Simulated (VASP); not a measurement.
Set up this calculation in VASP 6.6.1, as the native input.

```
Task                   : single point
Functional             : PBEsol
Potentials or basis    : VASP PAW PBE potentials, release 64 (Ti_sv, Al)
Cutoff                 : 520 eV
k mesh                 : 9 × 9 × 5
Occupations            : fermi-dirac, width 0.1 eV
Spin                   : no spin polarisation
Dipole correction      : no
Further INCAR settings : ALGO = Normal; EDIFF = 1e-06; NBANDS = 14
```

The structure of TiAl lies in POSCAR:

```
TiAl
1.0
    2.8285104659      0.0000000000      0.0000000000
   -1.4142552329      2.4495621834      0.0000000000
    0.0000000000      0.0000000000      4.6148579117
Ti Al
1 1
Direct
    0.0000000000      0.0000000000      0.0000000000
    0.3333333333      0.6666666667      0.5000000000
```

One way to write it, as run:

INCAR

```
SYSTEM = TiAl
ALGO     = Normal         ! electronic algorithm
EDIFF    = 1E-6           ! SCF threshold, eV
ENCUT    = 520            ! plane-wave cutoff, eV
GGA      = PS             ! functional
ISIF     = 2              ! what is computed and relaxed
ISMEAR   = -1             ! smearing method
LASPH    = .True.         ! aspherical terms in the spheres
LCHARG   = .False.        ! write CHGCAR
LREAL    = .False.        ! projectors in reciprocal space
LWAVE    = .False.        ! write WAVECAR
NBANDS   = 14             ! bands
NELM     = 100            ! most SCF steps
PREC     = Accurate       ! precision mode
SIGMA    = 0.1            ! smearing width, eV
```

KPOINTS

```
k-points
0
Gamma
  9 9 5
  0 0 0
```

Potentials or basis: VASP PAW PBE potentials, release 64 (Ti_sv, Al).

The run is started by

```bash
$ cat potpaw_PBE.64/Ti_sv/POTCAR potpaw_PBE.64/Al/POTCAR > POTCAR
$ mpirun -np 1 vasp_std > vasp.out
```

It gave:

| Property | Result |
| --- | --- |
| Pressure | 1.7 GPa |

Caveat: the PAW data sets were made with another functional, which shifts forces and pressure a little.

Wall time 9.3 s on 1 thread of Intel(R) Xeon(R) Platinum 8488C (Sapphire Rapids) (shared host), peak memory 0.15 GiB.
